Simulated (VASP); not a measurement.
# P (Fd-3m) in VASP: single point with LDA

Aim: the single point of P with LDA.

Everything below comes from runs of VASP 6.6.1. Logs are shortened: lines on timing, memory, paths and dates and some standing lists are left out, and cuts for length are marked.

## (1) The cell of the first run

Symmetry: Fd-3m, No. 227, cubic system. The conventional cell has a = 5.349 Å, b = 5.349 Å, c = 5.349 Å, α = 90.00°, β = 90.00°, γ = 90.00°. Within 3.1 Å of P (site symmetry -43m) lie 4 P at 2.32 Å.

## (2) Single point, LDA

Input file INCAR:

```
  PREC = Accurate
  ENCUT = 520
  EDIFF = 1E-7
  ISMEAR = -1
  SIGMA = 0.13605693000000002
  LREAL = F
  LASPH = T
  NELM = 60
  ALGO = Normal
  ISIF = 2
  LWAVE = F
  LCHARG = F
  GGA = CA
  NBANDS = 12
```

Input file KPOINTS:

```
Automatic mesh
0
Gamma
  9 9 9
```

Input file POSCAR:

```
P
1.0
    0.0000000000      2.6746600436      2.6746600436
    2.6746600436      0.0000000000      2.6746600436
    2.6746600436      2.6746600436      0.0000000000
P
2
Direct
    0.0000000000      0.0000000000      0.0000000000
    0.2500000000      0.2500000000      0.2500000000
```

Potentials or basis: VASP PAW LDA potentials, release 64 (P).

Run with:

```sh
cat potpaw_LDA.64/P/POTCAR > POTCAR
mpirun -np 1 vasp_std > vasp.out
```

OUTCAR:

```text
PREC = Accurate
   ENCUT = 520
   EDIFF = 1E-7
   ISMEAR = -1
   LREAL = F
   LASPH = T
   NELM = 60
   ISIF = 2
   GGA = CA

 ion  position               nearest neighbor table
   1  0.000  0.000  0.000-   2 2.32   2 2.32   2 2.32   2 2.32
   2  0.250  0.250  0.250-   1 2.32   1 2.32   1 2.32   1 2.32

  LATTYP: Found a face centered cubic cell.
 ALAT       =     5.3493200872

  Lattice vectors:

 A1 = (   0.0000000000,   2.6746600436,   2.6746600436)
 A2 = (   2.6746600436,   0.0000000000,   2.6746600436)
 A3 = (   2.6746600436,   2.6746600436,   0.0000000000)

Analysis of symmetry for initial positions (statically):
=====================================================================
 Subroutine PRICEL returns:
 Original cell was already a primitive cell.

 Routine SETGRP: Setting up the symmetry group for a
 face centered cubic supercell.

 Subroutine GETGRP returns: Found 48 space group operations
 (whereof 24 operations were pure point group operations)
 out of a pool of 48 trial point group operations.

The static configuration has the point symmetry T_d .
 The point group associated with its full space group is O_h .

Analysis of symmetry for dynamics (positions and initial velocities):
=====================================================================
 Subroutine PRICEL returns:
 Original cell was already a primitive cell.

 Routine SETGRP: Setting up the symmetry group for a
 face centered cubic supercell.

 Subroutine GETGRP returns: Found 48 space group operations
 (whereof 24 operations were pure point group operations)
 out of a pool of 48 trial point group operations.

The dynamic configuration has the point symmetry T_d .
 The point group associated with its full space group is O_h .

 Subroutine INISYM returns: Found 48 space group operations
 (whereof 24 operations are pure point group operations),
 and found     1 'primitive' translations

----------------------------------------------------------------------------------------

                                     Primitive cell

  volume of cell :      38.2680

  direct lattice vectors                    reciprocal lattice vectors
     0.000000000  2.674660044  2.674660044    -0.186939645  0.186939645  0.186939645
     2.674660044  0.000000000  2.674660044     0.186939645 -0.186939645  0.186939645
     2.674660044  2.674660044  0.000000000     0.186939645  0.186939645 -0.186939645

  length of vectors
     3.782540508  3.782540508  3.782540508     0.323788964  0.323788964  0.323788964

  position of ions in fractional coordinates (direct lattice)
     0.000000000  0.000000000  0.000000000
     0.250000000  0.250000000  0.250000000

  ion indices of the primitive-cell ions
   primitive index   ion index
                 1           1
                 2           2

----------------------------------------------------------------------------------------

 KPOINTS: Automatic mesh

Automatic generation of k-mesh.
 Grid dimensions read from file:
 generate k-points for:    9    9    9

 Generating k-lattice:

  Cartesian coordinates                     Fractional coordinates (reciprocal lattice)
    -0.020771072  0.020771072  0.020771072     0.111111111  0.000000000  0.000000000
     0.020771072 -0.020771072  0.020771072     0.000000000  0.111111111  0.000000000
     0.020771072  0.020771072 -0.020771072     0.000000000  0.000000000  0.111111111

  Length of vectors
     0.035976552  0.035976552  0.035976552

  Shift w.r.t. Gamma in fractional coordinates (k-lattice)
     0.000000000  0.000000000  0.000000000

 Subroutine IBZKPT returns following result:
 ===========================================

 Found     35 irreducible k-points:

 Following reciprocal coordinates:
            Coordinates               Weight
  0.000000  0.000000  0.000000      1.000000
  0.111111  0.000000  0.000000      8.000000
  0.222222  0.000000  0.000000      8.000000
  0.333333  0.000000  0.000000      8.000000
  0.444444  0.000000  0.000000      8.000000
  0.111111  0.111111  0.000000      6.000000
[... 16 lines left out ...]
 -0.333333  0.333333  0.000000     12.000000
  0.444444  0.444444  0.000000      6.000000
 [... further k-points ...]
   k-points           NKPTS =     35   k-points in BZ     NKDIM =     35   number of bands    NBANDS=     12
   number of dos      NEDOS =    301   number of ions     NIONS =      2
   total plane-waves  NPLWV =  21952
   dimension x,y,z NGX =    28 NGY =   28 NGZ =   28
   dimension x,y,z NGXF=    56 NGYF=   56 NGZF=   56
   ions per type =               2
   NGX,Y,Z   is equivalent  to a cutoff of  12.31, 12.31, 12.31 a.u.
   NGXF,Y,Z  is equivalent  to a cutoff of  24.61, 24.61, 24.61 a.u.
 SYSTEM =  unknown system
   PREC   = accura    normal or accurate (medium, high low for compatibility)
   ISTART =      0    job   : 0-new  1-cont  2-samecut
   ICHARG =      2    charge: 1-file 2-atom 10-const
   ISPIN  =      1    spin polarized calculation?
   LNONCOLLINEAR =      F non collinear calculations
   LSORBIT =      F    spin-orbit coupling
   LASPH  =      T    aspherical Exc in radial PAW
   ENCUT  =  520.0 eV  38.22 Ry    6.18 a.u.   7.03  7.03  7.03*2*pi/ulx,y,z
   NELM   =     60;   NELMIN=  2; NELMDL= -5     # of ELM steps
   EDIFF  = 0.1E-06   stopping-criterion for ELM
   LREAL  =      F    real-space projection
   EDIFFG = 0.1E-05   stopping-criterion for IOM
   NSW    =      0    number of steps for IOM
   IBRION =     -1    ionic relax: 0-MD 1-quasi-New 2-CG
   NFREE  =      0    steps in history (QN), initial steepest desc. (CG)
   ISIF   =      2    stress and relaxation
   ISYM   =      2    0-nonsym 1-usesym 2-fastsym
   POTIM  = 0.5000    time-step for ionic-motion
   TEBEG  =    0.0;   TEEND  =   0.0 temperature during run
   PSTRESS=    0.0 pullay stress
   NELECT =      10.0000    total number of electrons
   NUPDOWN=      -1.0000    fix difference up-down
   EMIN   =  10.00;   EMAX   =-10.00  energy-range for DOS
   EFERMI =   0.00;   METHOD = LEGACY
   ISMEAR =    -1;   SIGMA  =   0.14  broadening in eV -4-tet -1-fermi 0-gaus
   EFERMI_NEDOS =   21; number of points for ismear=-14 and -15
   IALGO  =     38    algorithm
   IMIX   =      4    mixing-type and parameters
     AMIX     =   0.40;   BMIX     =  1.00
     AMIX_MAG =   1.60;   BMIX_MAG =  1.00
  volume/ion in A,a.u.               =      19.13       129.12
  Fermi-wavevector in a.u.,A,eV,Ry     =   1.046637  1.977858 14.904500  1.095450
  Thomas-Fermi vector in A             =   2.181484
   LORBIT       =      0    0 simple, 1 ext, 2 COOP (PROOUT), +10 PAW based schemes
   GGA     = CA    functional components
   LHFCALC =     F    Hartree Fock is set to
   AEXX    =    0.0000 exact exchange contribution
   IVDW    =     0    specifies the selected vdW correction
   LEPSILON=     F    determine dielectric tensor
   LRPA    =     F    only Hartree local field effects (RPA)
 non-spin polarized calculation
  energy-cutoff  :      520.00
  volume of cell :       38.27
 maximum number of plane-waves:      1042
   NGX = 13   NGY = 13   NGZ = 13

 number of electron      10.0000000 magnetization

 number of electron       9.9999998 magnetization

 Free energy of the ion-electron system (eV)
  ---------------------------------------------------
  ext. energy  EPLUGINS =         0.00000000
  ---------------------------------------------------
  free energy    TOTEN  =       -10.99990368 eV

  energy without entropy =      -10.91617797  energy(sigma->0) =      -10.95804082

 E-fermi :   6.5894     XC(G=0): -10.0359

 val. band max:        6.5421307513   @ k =   0.3333   0.2222   0.1111
 cond. band min:       6.5954459477   @ k =  -0.3333   0.3333   0.1111
 fundamental gap:      0.0533151964
 Fermi energy:         6.5893730479

 k-point     1 :       0.0000    0.0000    0.0000
  band No.  band energies     occupation
      1      -8.9137      2.00000
      2       3.4304      2.00000
      3       3.4304      2.00000
      4       3.4304      2.00000
      5       3.7981      2.00000
      6       6.6346      0.83544
      7       6.6346      0.83544
      8       6.6346      0.83544
      9      12.6020      0.00000
     10      13.3814      0.00000
     11      13.3814      0.00000
     12      16.9007      0.00000

 k-point     2 :       0.1111    0.0000    0.0000
  band No.  band energies     occupation
      1      -8.7634      2.00000
      2       1.5903      2.00000
      3       3.2366      2.00000
      4       3.2366      2.00000
      5       4.9137      1.99999
      6       6.9314      0.14974
      7       6.9314      0.14974
      8       7.1674      0.02817
      9      13.0098      0.00000
     10      13.0098      0.00000
     11      13.1856      0.00000
     12      16.4465      0.00000

 k-point     3 :       0.2222    0.0000    0.0000
  band No.  band energies     occupation
      1      -8.3260      2.00000
      2      -0.4227      2.00000
      3       2.8564      2.00000
      4       2.8564      2.00000
      5       4.8808      1.99999
      6       7.4912      0.00264
      7       7.4912      0.00264
      8       8.8975      0.00000
      9      12.7406      0.00000
     10      12.7406      0.00000
     11      14.0671      0.00000
     12      16.3847      0.00000

 k-point     4 :       0.3333    0.0000    0.0000
  band No.  band energies     occupation
      1      -7.6633      2.00000
      2      -2.1959      2.00000
      3       2.5294      2.00000
      4       2.5294      2.00000
      5       4.5656      2.00000
      6       7.8215      0.00023
      7       7.8215      0.00023
      8      10.9165      0.00000
      9      13.3662      0.00000
     10      13.3662      0.00000
     11      13.9571      0.00000
     12      17.5013      0.00000

 k-point     5 :       0.4444    0.0000    0.0000
  band No.  band energies     occupation
      1      -7.0108      2.00000
      2      -3.4186      2.00000
      3       2.3520      2.00000
      4       2.3520      2.00000
      5       4.3674      2.00000
      6       7.8815      0.00015
      7       7.8815      0.00015
      8      12.3896      0.00000
      9      14.3718      0.00000
     10      14.9238      0.00000
     11      14.9238      0.00000
     12      16.2496      0.00000
[... 228 lines left out ...]
      1      -6.4756      2.00000
      2      -3.4600      2.00000
      3       0.7872      2.00000
      4       1.1991      2.00000
      5       5.3919      1.99970
      6       6.4224      1.54675
      7      10.9772      0.00000
      8      11.3296      0.00000
      9      14.1414      0.00000
     10      15.8297      0.00000
     11      16.4827      0.00000
     12      17.0113      0.00000

 k-point    22 :      -0.4444    0.3333    0.0000
  band No.  band energies     occupation
      1      -5.8062      2.00000
      2      -4.2565      2.00000
      3       0.0755      2.00000
      4       1.2847      2.00000
      5       5.5862      1.99875
      6       7.8449      0.00020
      7      10.7565      0.00000
      8      11.0919      0.00000
      9      13.0774      0.00000
     10      14.7157      0.00000
     11      16.6796      0.00000
     12      18.6194      0.00000

 k-point    23 :      -0.3333    0.3333    0.0000
  band No.  band energies     occupation
      1      -5.9974      2.00000
      2      -4.0371      2.00000
      3      -0.2181      2.00000
      4       1.5910      2.00000
      5       5.8378      1.99205
      6       9.7701      0.00000
      7      10.2717      0.00000
      8      10.4734      0.00000
      9      11.2274      0.00000
     10      13.2466      0.00000
     11      17.9034      0.00000
     12      20.1261      0.00000

 k-point    24 :       0.4444    0.4444    0.0000
  band No.  band energies     occupation
      1      -5.8432      2.00000
      2      -4.2641      2.00000
      3       0.9905      2.00000
      4       0.9905      2.00000
      5       5.0925      1.99997
      6       5.5468      1.99906
      7      12.4771      0.00000
      8      12.4771      0.00000
      9      14.5868      0.00000
     10      16.5185      0.00000
     11      16.6803      0.00000
     12      16.6803      0.00000

 [... further k-points ...]

------------------------ aborting loop because EDIFF is reached ----------------------------------------

  FORCE on cell =-STRESS in cart. coord.  units (eV):
  Direction    XX          YY          ZZ          XY          YZ          ZX
  --------------------------------------------------------------------------------------
  -------------------------------------------------------------------------------------
  Total       -0.0591596     -0.0591596     -0.0591596     -0.0000000      0.0000000     -0.0000000
  in kB       -2.4768535     -2.4768535     -2.4768535     -0.0000000      0.0000000     -0.0000000
  external PRESSURE =      -2.4768535 kB  Pullay stress =       0.0000000 kB

 VOLUME and BASIS-vectors are now :
 -----------------------------------------------------------------------------
  energy-cutoff  :      520.00
  volume of cell :       38.27
      direct lattice vectors                 reciprocal lattice vectors
     0.000000000  2.674660044  2.674660044    -0.186939645  0.186939645  0.186939645
     2.674660044  0.000000000  2.674660044     0.186939645 -0.186939645  0.186939645
     2.674660044  2.674660044  0.000000000     0.186939645  0.186939645 -0.186939645

 POSITION                                       TOTAL-FORCE (eV/Angst)
 -----------------------------------------------------------------------------------
      0.00000      0.00000      0.00000        -0.000000     -0.000000     -0.000000
      1.33733      1.33733      1.33733         0.000000      0.000000      0.000000
 -----------------------------------------------------------------------------------
    total drift:                                0.000000      0.000000     -0.000000

  FREE ENERGIE OF THE ION-ELECTRON SYSTEM (eV)
  ---------------------------------------------------
  free  energy   TOTEN  =       -10.9999036756 eV

  energy  without entropy=      -10.9161779666  energy(sigma->0) =      -10.95804082
```

Wall time 29 s (1 thread of AMD EPYC 7R13, shared host); peak memory 0.1 GiB.

Results:

| Property | Result |
| --- | --- |
| Free energy | -10.9999 eV |
| Pressure | -0.2 GPa |
| Band gap on the k mesh | zero (band 5 reaches 7.94 eV, above the bottom of band 6 at 5.55 eV) |
